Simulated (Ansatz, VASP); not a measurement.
## Ba2Au3: VASP beside Ansatz

```xyz
5
Lattice="5.9169 0.0000 0.0000 0.0000 5.9169 0.0000 0.0000 0.0000 5.9169" Properties=species:S:1:pos:R:3 pbc="T T T"
Ba    2.9585    2.9585    2.9585
Ba    0.0000    0.0000    0.0000
Au    0.0000    2.9585    2.9585
Au    2.9585    0.0000    2.9585
Au    2.9585    2.9585    0.0000
```

Alike in both runs: task relaxation of cell and atoms; functional PBE; k mesh 6 × 6 × 6; occupations gaussian, width 0.1 eV; no spin polarisation.

```csv
,VASP,Ansatz
version,VASP 6.6.1,Ansatz 0.2.0
potentials or method,"VASP PAW PBE potentials, release 64 (Ba_sv, Au), cutoff 600 eV","scalar-relativistic, plane waves, PAW"
valence electrons in the cell,53,77
```

Ansatz gave:

| Property | Result |
| --- | --- |
| gap on the k mesh at the Fermi level, each at its own relaxed structure (eV) | none |
| relaxed volume (Å³/atom) | 41.43 |
| relaxed cell length with the largest relative difference (Å) | 5.917 |

Q: Which values does VASP return?

A: gap on the k mesh at the Fermi level, each at its own relaxed structure (eV): none; relaxed volume (Å³/atom): 42.53; relaxed cell length with the largest relative difference (Å): 5.969.

A gap of «none» marks a metal or a gap that the smearing closes. VASP's potentials hold 53 valence electrons a cell and Ansatz's 77, so a difference there can come from the potentials and not from the codes.

Neither program's run includes spin-orbit coupling.
